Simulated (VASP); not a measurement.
A run of VASP 6.6.1 is set up as follows.

Contents of POSCAR:

```
PtSe
1.0
    3.7306317079     -0.0000000029      0.0000000000
   -1.8653158514      3.2308218327      0.0000000000
    0.0000000000      0.0000000000      3.0890533221
Pt Se
1 1
Direct
    0.0000000000      0.0000000000      0.0000000000
    0.6666666667      0.3333333333      0.5000000000
```

The input INCAR.step1:

```
SYSTEM = PtSe
ALGO = Normal
EDIFF = 1E-5
ENCUT = 400
GGA = PE
GGA_COMPAT = .FALSE.
ISIF = 2
ISMEAR = -1
LASPH = .TRUE.
LREAL = .FALSE.
LWAVE = .TRUE.
NBANDS = 15
NELM = 120
PREC = Accurate
SIGMA = 0.05
```

File INCAR.step2:

```
SYSTEM = PtSe
ALGO = Normal
EDIFF = 1E-6
ENCUT = 400
GGA = PE
GGA_COMPAT = .FALSE.
HFSCREEN = 0.2079
ISIF = 2
ISMEAR = -1
ISTART = 1
LASPH = .TRUE.
LCHARG = .TRUE.
LELF = .TRUE.
LHFCALC = .TRUE.
LREAL = .FALSE.
LVHAR = .TRUE.
LWAVE = .FALSE.
NBANDS = 15
NELM = 120
PREC = Accurate
PRECFOCK = Normal
SIGMA = 0.05
```

File KPOINTS:

```
k-points
0
G
  4 4 4
  0 0 0
```

Potentials or basis: VASP PAW PBE potentials, release 64 (Pt, Se).

Command:

```bash
$ cat potpaw_PBE.64/Pt/POTCAR potpaw_PBE.64/Se/POTCAR > POTCAR
$ cp INCAR.step1 INCAR
$ mpirun -np 1 vasp_std > vasp.out
$ cp INCAR.step2 INCAR
$ mpirun -np 1 vasp_std > vasp.out
```

**Question.** Estimate the band gap on the k mesh.

**Answer.** Zero (bands 8 and 9 overlap by 1.01 eV).

**Question.** Estimate the pressure.

**Answer.** -0.2 GPa.

Caveat: the k points lie up to 0.51 Å⁻¹ apart, too coarse for converged energies and pressures of a metal; the PAW data sets were made with another functional, which shifts forces and pressure a little; spin-orbit coupling is left out, which moves the levels of the heavy elements.
